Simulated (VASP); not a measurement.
# ZnGeO3 (R-3c) in VASP: single point with LDA

Aim: the single point of ZnGeO3 with LDA.

All numbers are computed with VASP 6.6.1; they aren't measurements. Logs are shortened: lines on timing, memory, paths and dates and some standing lists are left out, and cuts for length are marked.

## 1. The cell of the first run

It takes space group R-3c (No. 167, trigonal). The conventional cell has a = 5.029 Å, b = 5.029 Å, c = 13.090 Å, α = 90.00°, β = 90.00°, γ = 120.00°. Within 2.5 Å of Zn (site symmetry 32) lie 3 O at 1.92 Å. Within 2.5 Å of Ge (site symmetry -3) lie 6 O at 1.91 Å. O (site symmetry 2) has 2 Ge at 1.91 Å and 1 Zn at 1.92 Å within 2.5 Å.

## 2. Single point, LDA (atoms moved along the polar distortion)

The input, INCAR:

```
SYSTEM = ZnGeO3
PREC = Accurate
ENCUT = 600
EDIFF = 1E-6
ISMEAR = 0
SIGMA = 0.01
LREAL = .False.
LASPH = .True.
NELM = 120
ALGO = Normal
ISIF = 2
LWAVE = .False.
LCHARG = .True.
LELF = .True.
LVHAR = .True.
NBANDS = 55
GGA_COMPAT = .False.
```

The input, KPOINTS:

```
Automatic mesh
0
Gamma
  9 9 9
  0 0 0
```

The input, POSCAR:

```
ZnGeO3
1.0
    2.5146295012      1.4518220211      4.3633823185
   -2.5146295012      1.4518220211      4.3633823185
    0.0000000000     -2.9036440373      4.3633823201
Zn Ge O
2 2 6
Direct
    0.7505198000      0.7505198000      0.7505198000
    0.2505198000      0.2505198000      0.2505198000
    0.5005198000      0.5005198000      0.5005198000
    1.0005198000      1.0005198000      1.0005198000
    0.8696783000      0.2505198000      0.6313613000
    0.6313613000      0.8696783000      0.2505198000
    0.2505198000      0.6313613000      0.8696783000
    0.3696783000      0.1313613000      0.7505198000
    0.7505198000      0.3696783000      0.1313613000
    0.1313613000      0.7505198000      0.3696783000
```

Potentials or basis: VASP PAW LDA potentials, release 64 (Zn, Ge_d, O).

Started as:

```
cat potpaw_LDA.64/Zn/POTCAR potpaw_LDA.64/Ge_d/POTCAR potpaw_LDA.64/O/POTCAR > POTCAR
mpirun -np 1 vasp_std > vasp.out
```

OUTCAR:

```text
SYSTEM = ZnGeO3
   PREC = Accurate
   ENCUT = 600
   EDIFF = 1E-6
   ISMEAR = 0
   LREAL = .False.
   LASPH = .True.
   NELM = 120
   ISIF = 2

 ion  position               nearest neighbor table
   1  0.751  0.751  0.751-   8 1.92   9 1.92  10 1.92
   2  0.251  0.251  0.251-   6 1.92   5 1.92   7 1.92
   3  0.501  0.501  0.501-   5 1.91  10 1.91   9 1.91   7 1.91   6 1.91   8 1.91
   4  0.001  0.001  0.001-   7 1.91   9 1.91   5 1.91  10 1.91   6 1.91   8 1.91
   5  0.870  0.251  0.631-   3 1.91   4 1.91   2 1.92
   6  0.631  0.870  0.251-   3 1.91   4 1.91   2 1.92
   7  0.251  0.631  0.870-   4 1.91   3 1.91   2 1.92
   8  0.370  0.131  0.751-   3 1.91   4 1.91   1 1.92
   9  0.751  0.370  0.131-   4 1.91   3 1.91   1 1.92
  10  0.131  0.751  0.370-   3 1.91   4 1.91   1 1.92

  LATTYP: Found a trigonal (rhomboedric) cell.
 ALAT       =     5.2412073005
 COS(alpha) =     0.5396211818

  Lattice vectors:

 A1 = (   2.5146295012,   1.4518220211,   4.3633823185)
 A2 = (  -2.5146295012,   1.4518220211,   4.3633823185)
 A3 = (   0.0000000000,  -2.9036440373,   4.3633823201)

Analysis of symmetry for initial positions (statically):
=====================================================================
 Subroutine PRICEL returns:
 Original cell was already a primitive cell.

 Routine SETGRP: Setting up the symmetry group for a
 trigonal (rhombohedral) supercell.

 Subroutine GETGRP returns: Found 12 space group operations
 (whereof  3 operations were pure point group operations)
 out of a pool of 12 trial point group operations.

The static configuration has the point symmetry C_3 .
 The point group associated with its full space group is D_3d.

Analysis of symmetry for dynamics (positions and initial velocities):
=====================================================================
 Subroutine PRICEL returns:
 Original cell was already a primitive cell.

 Routine SETGRP: Setting up the symmetry group for a
 trigonal (rhombohedral) supercell.

 Subroutine GETGRP returns: Found 12 space group operations
 (whereof  3 operations were pure point group operations)
 out of a pool of 12 trial point group operations.

[... 114 lines left out ...]
   LASPH  =      T    aspherical Exc in radial PAW
   ENCUT  =  600.0 eV  44.10 Ry    6.64 a.u.  10.47 10.47 10.47*2*pi/ulx,y,z
   NELM   =    120;   NELMIN=  2; NELMDL= -5     # of ELM steps
   EDIFF  = 0.1E-05   stopping-criterion for ELM
   LREAL  =      F    real-space projection
   EDIFFG = 0.1E-04   stopping-criterion for IOM
   NSW    =      0    number of steps for IOM
   IBRION =     -1    ionic relax: 0-MD 1-quasi-New 2-CG
   NFREE  =      0    steps in history (QN), initial steepest desc. (CG)
   ISIF   =      2    stress and relaxation
   ISYM   =      2    0-nonsym 1-usesym 2-fastsym
   POTIM  = 0.5000    time-step for ionic-motion
   TEBEG  =    0.0;   TEEND  =   0.0 temperature during run
   PSTRESS=    0.0 pullay stress
   NELECT =      88.0000    total number of electrons
   NUPDOWN=      -1.0000    fix difference up-down
   EMIN   =  10.00;   EMAX   =-10.00  energy-range for DOS
   EFERMI =   0.00;   METHOD = LEGACY
   ISMEAR =     0;   SIGMA  =   0.01  broadening in eV -4-tet -1-fermi 0-gaus
   EFERMI_NEDOS =   21; number of points for ismear=-14 and -15
   IALGO  =     38    algorithm
   IMIX   =      4    mixing-type and parameters
     AMIX     =   0.40;   BMIX     =  1.00
     AMIX_MAG =   1.60;   BMIX_MAG =  1.00
  volume/ion in A,a.u.               =       9.56        64.50
  Fermi-wavevector in a.u.,A,eV,Ry     =   1.592631  3.009636 34.510805  2.536473
  Thomas-Fermi vector in A             =   2.690986
   LORBIT       =      0    0 simple, 1 ext, 2 COOP (PROOUT), +10 PAW based schemes
   GGA     = CA    functional components
   LHFCALC =     F    Hartree Fock is set to
   AEXX    =    0.0000 exact exchange contribution
   IVDW    =     0    specifies the selected vdW correction
   LEPSILON=     F    determine dielectric tensor
   LRPA    =     F    only Hartree local field effects (RPA)
 non-spin polarized calculation
 Gauss-broadening in eV      SIGMA  =   0.01
  energy-cutoff  :      600.00
  volume of cell :       95.58
 maximum number of plane-waves:      3205
 NGX is ok and might be reduce to    42
   NGX = 21   NGY = 21   NGZ = 21

 number of electron      88.0000009 magnetization

 Free energy of the ion-electron system (eV)
  ---------------------------------------------------
  ext. energy  EPLUGINS =         0.00000000
  ---------------------------------------------------
  free energy    TOTEN  =       -64.36820630 eV

  energy without entropy =      -64.36820630  energy(sigma->0) =      -64.36820630

 E-fermi :   3.9798     XC(G=0): -12.7627

 val. band max:        3.8930777937   @ k =   0.0000   0.0000   0.0000
 cond. band min:       5.6173051685   @ k =   0.0000   0.0000   0.0000
 fundamental gap:      1.7242273748
 Fermi energy:         3.9797940540

 k-point     1 :       0.0000    0.0000    0.0000
  band No.  band energies     occupation
      1     -20.2271      2.00000
      2     -20.2271      2.00000
      3     -20.0546      2.00000
      4     -20.0546      2.00000
      5     -19.9518      2.00000
      6     -19.9518      2.00000
[... 1381 lines left out ...]
     54      14.7035      0.00000
     55      15.3353      0.00000

 [... further k-points ...]
[... 5 lines left out ...]
  --------------------------------------------------------------------------------------
  -------------------------------------------------------------------------------------
  Total       -3.1849016     -3.1849016     -4.7789510      0.0000000     -0.0000000     -0.0000000
  in kB      -53.3881281    -53.3881281    -80.1089903      0.0000000     -0.0000000     -0.0000000
  external PRESSURE =     -62.2950821 kB  Pullay stress =       0.0000000 kB

 VOLUME and BASIS-vectors are now :
 -----------------------------------------------------------------------------
  energy-cutoff  :      600.00
  volume of cell :       95.58
      direct lattice vectors                 reciprocal lattice vectors
     2.514629501  1.451822021  4.363382319     0.198836449  0.114798277  0.076393336
    -2.514629501  1.451822021  4.363382319    -0.198836449  0.114798277  0.076393336
     0.000000000 -2.903644037  4.363382320     0.000000000 -0.229596554  0.076393336

 POSITION                                       TOTAL-FORCE (eV/Angst)
 -----------------------------------------------------------------------------------
      0.00000      0.00000      9.82441         0.000000      0.000000      0.000000
      0.00000      0.00000      3.27934         0.000000      0.000000      0.000000
      0.00000      0.00000      6.55188         0.000000     -0.000000      0.000000
      0.00000      0.00000      0.00680         0.000000     -0.000000      0.000000
      1.55695     -0.20692      7.64272         0.004679      0.008105     -0.000000
     -0.59928      1.45182      7.64272        -0.009359     -0.000000     -0.000000
     -0.95768     -1.24490      7.64272         0.004679     -0.008105      0.000000
      0.59928     -1.45182      5.46103         0.009359      0.000000     -0.000000
      0.95768      1.24490      5.46103        -0.004679      0.008105     -0.000000
     -1.55695      0.20692      5.46103        -0.004679     -0.008105      0.000000
 -----------------------------------------------------------------------------------
    total drift:                                0.000000     -0.000000      0.000109

  FREE ENERGIE OF THE ION-ELECTRON SYSTEM (eV)
  ---------------------------------------------------
  free  energy   TOTEN  =       -64.3682062974 eV

  energy  without entropy=      -64.3682062974  energy(sigma->0) =      -64.36820630
```

stdout:

```text
POSCAR found type information on POSCAR ZnGeO
 POSCAR found :  3 types and      10 ions
 scaLAPACK will be used
 LDA part: xc-table for (Slater(with rela. corr.)+CA(PZ))
 , standard interpolation
 POSCAR, INCAR and KPOINTS ok, starting setup
 FFT: planning ... GRIDC
 FFT: planning ... GRID_SOFT
 FFT: planning ... GRID
 WAVECAR not read
 entering main loop
```

It took 13 min on 1 thread of Intel Xeon 8259CL, shared host; peak memory 0.53 GiB.

Results:

| Property | Result |
| --- | --- |
| Free energy | -64.3682 eV |
| Pressure | -6.2 GPa |
| Largest force | 0.009 eV/Å |
| Band gap on the k mesh | 1.72 eV |

Forces on the atoms (eV/Å):
```
Zn   0.000  0.000  0.000
Zn   0.000  0.000  0.000
Ge   0.000  0.000  0.000
Ge   0.000  0.000  0.000
O    0.005  0.008  0.000
O   -0.009  0.000  0.000
O    0.005 -0.008  0.000
O    0.009  0.000  0.000
O   -0.005  0.008  0.000
O   -0.005 -0.008  0.000
```

Stress tensor (GPa, compression positive):
```
-5.34  0.00  0.00
 0.00 -5.34  0.00
 0.00  0.00 -8.01
```

Caveat: the cell differs from its parent crystal (atoms moved along the polar distortion); the cell stands under tension. A k mesh can miss the band edges.
